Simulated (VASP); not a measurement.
# Si2Mo (P6_222) in VASP: relaxation of shape and atoms at fixed volume with PBE

Aim: the relaxation of shape and atoms at fixed volume of Si2Mo with PBE.

All numbers are computed with VASP 6.6.1; they aren't measurements. Logs are shortened: lines on timing, memory, paths and dates and some standing lists are left out, and cuts for length are marked.

### Step 1. The cell of the first run

It takes space group P6_222 (No. 180, hexagonal). The conventional cell has a = 4.659 Å, b = 4.659 Å, c = 6.675 Å, α = 90.00°, β = 90.00°, γ = 120.00°. Within 3.4 Å of Si (site symmetry 2) lie 9 Si at 2.59 to 3.25 Å and 5 Mo at 2.61 to 2.71 Å. Mo (site symmetry 222) has 10 Si at 2.61 to 2.71 Å and 4 Mo at 3.22 Å within 3.4 Å.

### Step 2. Relaxation of shape and atoms at fixed volume, PBE (13.94 Å³/atom)

INCAR

```
PREC = Accurate
ENCUT = 600
EDIFF = 1E-7
ISMEAR = 0
SIGMA = 0.01
LREAL = False
LASPH = True
NELM = 100
ALGO = Normal
ISIF = 4
LWAVE = False
LCHARG = False
GGA = PE
IBRION = 2
NSW = 50
EDIFFG = -0.01
```

KPOINTS

```
regular mesh
0
Gamma
  12 12 6
```

POSCAR

```
Si2Mo
1.0
    4.6587002905      0.0000000000      0.0000000000
   -2.3293501453      4.0345528002      0.0000000000
    0.0000000000      0.0000000000      6.6749110451
Si Mo
6 3
Direct
    0.1639790379      0.8360209621      0.8333333333
    0.3279580758      0.1639790379      0.1666666667
    0.8360209621      0.6720419242      0.5000000000
    0.8360209621      0.1639790379      0.8333333333
    0.6720419242      0.8360209621      0.1666666667
    0.1639790379      0.3279580758      0.5000000000
    0.5000000000      0.0000000000      0.5000000000
    0.0000000000      0.5000000000      0.1666666667
    0.5000000000      0.5000000000      0.8333333333
```

Potentials or basis: VASP PAW PBE potentials, release 64 (Si, Mo_sv).

Command:

```
$ cat potpaw_PBE.64/Si/POTCAR potpaw_PBE.64/Mo_sv/POTCAR > POTCAR
$ mpirun -np 1 vasp_std > vasp.out
```

OUTCAR:

```text
PREC = Accurate
   ENCUT = 600
   EDIFF = 1E-7
   ISMEAR = 0
   LREAL = False
   LASPH = True
   NELM = 100
   ISIF = 4
   GGA = PE
   IBRION = 2
   NSW = 50
   EDIFFG = -0.01

 ion  position               nearest neighbor table
   1  0.164  0.836  0.833-   3 2.59   2 2.59   7 2.61   8 2.61   4 2.65   9 2.68   9 2.68   9 2.71
                             4 2.71   4 2.71
   2  0.328  0.164  0.167-   6 2.59   1 2.59   7 2.61   9 2.61   5 2.65   8 2.68   8 2.68   8 2.71
                             5 2.71   5 2.71
   3  0.836  0.672  0.500-   1 2.59   5 2.59   9 2.61   8 2.61   6 2.65   7 2.68   7 2.68   7 2.71
                             6 2.71   6 2.71
   4  0.836  0.164  0.833-   6 2.59   5 2.59   7 2.61   8 2.61   1 2.65   9 2.68   9 2.68   9 2.71
                             1 2.71   1 2.71
   5  0.672  0.836  0.167-   3 2.59   4 2.59   7 2.61   9 2.61   2 2.65   8 2.68   8 2.68   8 2.71
                             2 2.71   2 2.71
   6  0.164  0.328  0.500-   4 2.59   2 2.59   9 2.61   8 2.61   3 2.65   7 2.68   7 2.68   7 2.71
                             3 2.71   3 2.71
   7  0.500  0.000  0.500-   1 2.61   4 2.61   2 2.61   5 2.61   6 2.68   3 2.68   6 2.68   3 2.68
                             6 2.71   3 2.71   8 3.22   8 3.22   9 3.22   9 3.22
   8  0.000  0.500  0.167-   3 2.61   6 2.61   4 2.61   1 2.61   2 2.68   5 2.68   2 2.68   5 2.68
                             5 2.71   2 2.71   7 3.22   7 3.22   9 3.22   9 3.22
   9  0.500  0.500  0.833-   3 2.61   6 2.61   5 2.61   2 2.61   1 2.68   4 2.68   1 2.68   4 2.68
                             1 2.71   4 2.71   7 3.22   7 3.22   8 3.22   8 3.22

  LATTYP: Found a hexagonal cell.
 ALAT       =     4.6587002905
 C/A-ratio  =     1.4327839588

  Lattice vectors:

 A1 = (   4.6587002905,   0.0000000000,   0.0000000000)
 A2 = (  -2.3293501453,   4.0345528002,   0.0000000000)
 A3 = (   0.0000000000,   0.0000000000,   6.6749110451)

Analysis of symmetry for initial positions (statically):
=====================================================================
 Subroutine PRICEL returns:
 Original cell was already a primitive cell.

 Routine SETGRP: Setting up the symmetry group for a
 hexagonal supercell.

 Subroutine GETGRP returns: Found 12 space group operations
 (whereof  4 operations were pure point group operations)
 out of a pool of 24 trial point group operations.

The static configuration has the point symmetry D_2 .
 The point group associated with its full space group is D_6 .

Analysis of symmetry for dynamics (positions and initial velocities):
=====================================================================
 Subroutine PRICEL returns:
 Original cell was already a primitive cell.

 Routine SETGRP: Setting up the symmetry group for a
 hexagonal supercell.

 Subroutine GETGRP returns: Found 12 space group operations
 (whereof  4 operations were pure point group operations)
 out of a pool of 24 trial point group operations.

The dynamic configuration has the point symmetry D_2 .
 The point group associated with its full space group is D_6 .

 Subroutine INISYM returns: Found 12 space group operations
 (whereof  4 operations are pure point group operations),
 and found     1 'primitive' translations

----------------------------------------------------------------------------------------

                                     Primitive cell

  volume of cell :     125.4601

  direct lattice vectors                    reciprocal lattice vectors
     4.658700290  0.000000000  0.000000000     0.214652143  0.123929472  0.000000000
    -2.329350145  4.034552800  0.000000000     0.000000000  0.247858945  0.000000000
     0.000000000  0.000000000  6.674911045     0.000000000  0.000000000  0.149814731

  length of vectors
     4.658700290  4.658700291  6.674911045     0.247858945  0.247858945  0.149814731

  position of ions in fractional coordinates (direct lattice)
[... 118 lines left out ...]
   GGA     = PE    functional components
   LHFCALC =     F    Hartree Fock is set to
   AEXX    =    0.0000 exact exchange contribution
   IVDW    =     0    specifies the selected vdW correction
   LEPSILON=     F    determine dielectric tensor
   LRPA    =     F    only Hartree local field effects (RPA)
 conjugate gradient relaxation of ions
 non-spin polarized calculation
 Gauss-broadening in eV      SIGMA  =   0.01
  energy-cutoff  :      600.00
  volume of cell :      125.46
 maximum number of plane-waves:      4226
 NGX is ok and might be reduce to    40
   NGX = 19   NGY = 19   NGZ = 27

--------------------------------------- Ionic step        1  -------------------------------------------

 number of electron      66.0000000 magnetization

 Free energy of the ion-electron system (eV)
  ---------------------------------------------------
  ext. energy  EPLUGINS =         0.00000000
  ---------------------------------------------------
  free energy    TOTEN  =       -69.47682761 eV

  energy without entropy =      -69.47682761  energy(sigma->0) =      -69.47682761

------------------------ aborting loop because EDIFF is reached ----------------------------------------

  FORCE on cell =-STRESS in cart. coord.  units (eV):
  Direction    XX          YY          ZZ          XY          YZ          ZX
  --------------------------------------------------------------------------------------
  -------------------------------------------------------------------------------------
  Total       -4.2407913     -4.2407913     -4.7171984      0.0000000      0.0000000      0.0000000
  in kB      -54.1566547    -54.1566547    -60.2405692      0.0000000      0.0000000      0.0000000
  external PRESSURE =     -56.1846262 kB  Pullay stress =       0.0000000 kB

 VOLUME and BASIS-vectors are now :
 -----------------------------------------------------------------------------
  energy-cutoff  :      600.00
  volume of cell :      125.46
      direct lattice vectors                 reciprocal lattice vectors
     4.658700290  0.000000000  0.000000000     0.214652143  0.123929472  0.000000000
    -2.329350145  4.034552800  0.000000000     0.000000000  0.247858945  0.000000000
     0.000000000  0.000000000  6.674911045     0.000000000  0.000000000  0.149814731

 POSITION                                       TOTAL-FORCE (eV/Angst)
 -----------------------------------------------------------------------------------
     -1.18346      3.37297      5.56243         0.007955     -0.004593      0.000000
      1.14589      0.66158      1.11249         0.007955      0.004593      0.000000
      2.32935      2.71139      3.33746         0.000000     -0.009185      0.000000
      3.51281      0.66158      5.56243        -0.007955      0.004593      0.000000
      1.18346      3.37297      1.11249        -0.007955     -0.004593      0.000000
     -0.00000      1.32316      3.33746        -0.000000      0.009185      0.000000
      2.32935      0.00000      3.33746         0.000000      0.000000      0.000000
     -1.16468      2.01728      1.11249         0.000000      0.000000     -0.000000
      1.16468      2.01728      5.56243         0.000000     -0.000000     -0.000000
 -----------------------------------------------------------------------------------
    total drift:                               -0.000000      0.000000      0.000001

  FREE ENERGIE OF THE ION-ELECTRON SYSTEM (eV)
  ---------------------------------------------------
  free  energy   TOTEN  =       -69.4768276132 eV

  energy  without entropy=      -69.4768276128  energy(sigma->0) =      -69.47682761

--------------------------------------- Ionic step        2  -------------------------------------------

 number of electron      66.0000000 magnetization

 Free energy of the ion-electron system (eV)
  ---------------------------------------------------
  ext. energy  EPLUGINS =         0.00000000
  ---------------------------------------------------
  free energy    TOTEN  =       -69.47723790 eV

  energy without entropy =      -69.47723790  energy(sigma->0) =      -69.47723790

 E-fermi :  12.2495     XC(G=0): -12.2419

 val. band max:       12.2170518274   @ k =   0.5000  -0.0000   0.5000
 cond. band min:      12.2820183270   @ k =   0.5000  -0.0000   0.0000
 fundamental gap:      0.0649664997
 Fermi energy:        12.2495384941

 k-point     1 :       0.0000    0.0000    0.0000
  band No.  band energies     occupation
      1     -48.9682      2.00000
      2     -48.9437      2.00000
      3     -48.9437      2.00000
      4     -23.1736      2.00000
      5     -23.1712      2.00000
      6     -23.1712      2.00000
[... 997 lines left out ...]
     38      13.5371      0.00000
     39      14.1386      0.00000

 [... further k-points ...]

------------------------ aborting loop because EDIFF is reached ----------------------------------------

  FORCE on cell =-STRESS in cart. coord.  units (eV):
  Direction    XX          YY          ZZ          XY          YZ          ZX
  --------------------------------------------------------------------------------------
  -------------------------------------------------------------------------------------
  Total       -4.3830217     -4.3830217     -4.3702663      0.0000000      0.0000000      0.0000000
  in kB      -55.9729950    -55.9729950    -55.8101038      0.0000000      0.0000000      0.0000000
  external PRESSURE =     -55.9186979 kB  Pullay stress =       0.0000000 kB

 VOLUME and BASIS-vectors are now :
 -----------------------------------------------------------------------------
  energy-cutoff  :      600.00
  volume of cell :      125.46
      direct lattice vectors                 reciprocal lattice vectors
     4.662669284  0.000000000  0.000000000     0.214469425  0.123823980 -0.000000000
    -2.331334642  4.037990050  0.000000000    -0.000000000  0.247647960 -0.000000000
     0.000000000  0.000000000  6.663552141     0.000000000 -0.000000000  0.150070110

 POSITION                                       TOTAL-FORCE (eV/Angst)
 -----------------------------------------------------------------------------------
     -1.18408      3.37562      5.55296         0.000091     -0.000053      0.000000
      1.14725      0.66237      1.11059         0.000091      0.000053     -0.000000
      2.33133      2.71326      3.33178         0.000000     -0.000105     -0.000000
      3.51542      0.66237      5.55296        -0.000091      0.000053      0.000000
      1.18408      3.37562      1.11059        -0.000091     -0.000053      0.000000
     -0.00000      1.32473      3.33178        -0.000000      0.000105      0.000000
      2.33133      0.00000      3.33178        -0.000000     -0.000000      0.000000
     -1.16567      2.01900      1.11059        -0.000000     -0.000000     -0.000000
      1.16567      2.01900      5.55296        -0.000000     -0.000000     -0.000000
 -----------------------------------------------------------------------------------
    total drift:                               -0.000000      0.000000      0.000001

  FREE ENERGIE OF THE ION-ELECTRON SYSTEM (eV)
  ---------------------------------------------------
  free  energy   TOTEN  =       -69.4772378969 eV

  energy  without entropy=      -69.4772378958  energy(sigma->0) =      -69.47723790

 reached required accuracy - stopping structural energy minimisation
```

Run time: 8.8 min. Hardware: 1 thread of Oxide Virtual Turin-like, shared host; peak memory 0.49 GiB.

What came out:

- Free energy: -69.4772 eV
- Energy gained by relaxing: 0.0 meV/atom
- Ionic steps: 2
- Pressure after relaxing: -5.6 GPa
- Band gap on the k mesh: 0.06 eV (least direct gap 0.48 eV)

Step by step:
```csv
step,energy change (eV),largest force (eV/Å),pressure (GPa),volume (Å³)
1,0.0000,0.0092,-5.62,125.46
2,-0.0004,0.0001,-5.59,125.46
```

Final structure:
```
Si Mo
1.0
     4.66267    0.00000    0.00000
    -2.33133    4.03799    0.00000
     0.00000    0.00000    6.66355
Si Mo
6 3
Direct
  0.16403 0.83597 0.83333
  0.32807 0.16403 0.16667
  0.83597 0.67193 0.50000
  0.83597 0.16403 0.83333
  0.67193 0.83597 0.16667
  0.16403 0.32807 0.50000
  0.50000 0.00000 0.50000
  0.00000 0.50000 0.16667
  0.50000 0.50000 0.83333
```

A k mesh can miss the band edges.
